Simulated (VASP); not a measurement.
A run of VASP 6.6.1:

File INCAR:

```
SYSTEM = LiBeF3
PREC     = Accurate       ! precision mode
ENCUT    = 600            ! plane-wave cutoff, eV
EDIFF    = 1E-7           ! SCF threshold, eV
ISMEAR   = 0              ! smearing method
SIGMA    = 0.02           ! smearing width, eV
LREAL    = .False.        ! projectors in reciprocal space
LASPH    = .True.         ! aspherical terms in the spheres
NELM     = 100            ! most SCF steps
ALGO     = Normal         ! electronic algorithm
ISIF     = 4              ! what is computed and relaxed
LWAVE    = .False.        ! write WAVECAR
LCHARG   = .False.        ! write CHGCAR
GGA      = PE             ! functional
IBRION   = 2              ! ionic algorithm
NSW      = 50             ! ionic steps
EDIFFG   = -0.01          ! ionic threshold
```

File KPOINTS:

```
regular mesh
0
Gamma
  8 6 6
  0 0 0
```

File POSCAR:

```
LiBeF3
1.0
    2.7108199234      0.0000000000      0.0000000000
    0.0000000000      2.5615290997      3.8718240727
    0.0000000000     -2.5615290997      3.8718240727
Li Be F
1 1 3
Direct
    0.5000000000      0.6906371366      0.6906371366
    0.0000000000      0.0543744319      0.0543744319
    0.0000000000      0.9080056664      0.4052869189
    0.0000000000      0.4052869189      0.9080056664
    0.5000000000      0.9410228191      0.9410228191
```

Potentials or basis: VASP PAW PBE potentials, release 64 (Li_sv, Be, F).

The run is started by

```bash
$ cat potpaw_PBE.64/Li_sv/POTCAR potpaw_PBE.64/Be/POTCAR potpaw_PBE.64/F/POTCAR > POTCAR
$ mpirun -np 1 vasp_std > vasp.out
```

Hardware: 1 thread of Intel(R) Xeon(R) 6975P-C (Granite Rapids) (shared host).

Question: Estimate the wall time of this run.

Answer: It took 3.6 min on 1 thread of Intel(R) Xeon(R) 6975P-C (Granite Rapids) (shared host), peak memory 0.22 GiB. Counts: scf iterations 79, k points 65, ion steps 11.
